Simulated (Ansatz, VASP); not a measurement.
WS2: VASP beside Ansatz

INCAR

```
SYSTEM = WS2
PREC = Accurate
ENCUT = 600
EDIFF = 1E-6
ISMEAR = 0
SIGMA = 0.02
LREAL = .FALSE.
LASPH = .TRUE.
NELM = 100
ALGO = Normal
ISIF = 3
LWAVE = .FALSE.
LCHARG = .FALSE.
GGA = PE
IVDW = 12
IBRION = 2
NSW = 100
EDIFFG = -0.005
```

The input KPOINTS:

```
Automatic mesh
0
G
  12 12 4
  0 0 0
```

File POSCAR:

```
WS2
1.0
    3.1800000000      0.0000000000      0.0000000000
   -1.5900000000      2.7539607840      0.0000000000
    0.0000000000      0.0000000000     12.5000000000
W S
2 4
Direct
    0.3333333333      0.6666666667      0.2500000000
    0.6666666667      0.3333333333      0.7500000000
    0.3333333333      0.6666666667      0.6250000000
    0.6666666667      0.3333333333      0.1250000000
    0.3333333333      0.6666666667      0.8750000000
    0.6666666667      0.3333333333      0.3750000000
```

Input for Ansatz:

```yaml
crystal:
  lattice:
    - [3.18, 0.0, 0.0]
    - [-1.59, 2.753960784, 0.0]
    - [0.0, 0.0, 12.5]
  atoms:
    - { symbol: W, position: [0.3333333333, 0.6666666667, 0.25] }
    - { symbol: W, position: [0.6666666667, 0.3333333333, 0.75] }
    - { symbol: S, position: [0.3333333333, 0.6666666667, 0.625] }
    - { symbol: S, position: [0.6666666667, 0.3333333333, 0.125] }
    - { symbol: S, position: [0.3333333333, 0.6666666667, 0.875] }
    - { symbol: S, position: [0.6666666667, 0.3333333333, 0.375] }
basis:
  ecutwfc: 420
kpoints:
  mp_grid: { grid: [12, 12, 4] }
hamiltonian:
  xc: pbe
  dispersion: d3bj
scf:
  occupations: { method: gaussian, width: 0.02 }
output:
  forces: true
  stress: true
  eigenvalues: true
relax:
  adjacent_minimum: "off"
  f_tol: 0.005
  max_steps: 80
  cell: { stress_tol: 0.05 }
```

Alike in both runs: task relaxation of cell and atoms; functional PBE; dispersion D3(BJ); k mesh 12 × 12 × 4; occupations gaussian, width 0.02 eV; no spin polarisation.

|  | VASP | Ansatz |
| --- | --- | --- |
| version | VASP 6.6.1 | Ansatz 0.2.0 |
| potentials or method | VASP PAW PBE potentials, release 64 (W_sv, S), cutoff 600 eV | scalar-relativistic, plane waves, PAW |
| valence electrons in the cell | 52 | 52 |

VASP gave:

| Property | Result |
| --- | --- |
| gap on the k mesh at the Fermi level, each at its own relaxed structure (eV) | 0.91 |
| relaxed volume (Å³/atom) | 17.43 |
| relaxed cell length with the largest relative difference (Å) | 12.141 |

Problem. Estimate Ansatz's values.

Solution. gap on the k mesh at the Fermi level, each at its own relaxed structure (eV): 0.89; relaxed volume (Å³/atom): 17.43; relaxed cell length with the largest relative difference (Å): 12.143.

Neither program's run includes spin-orbit coupling.
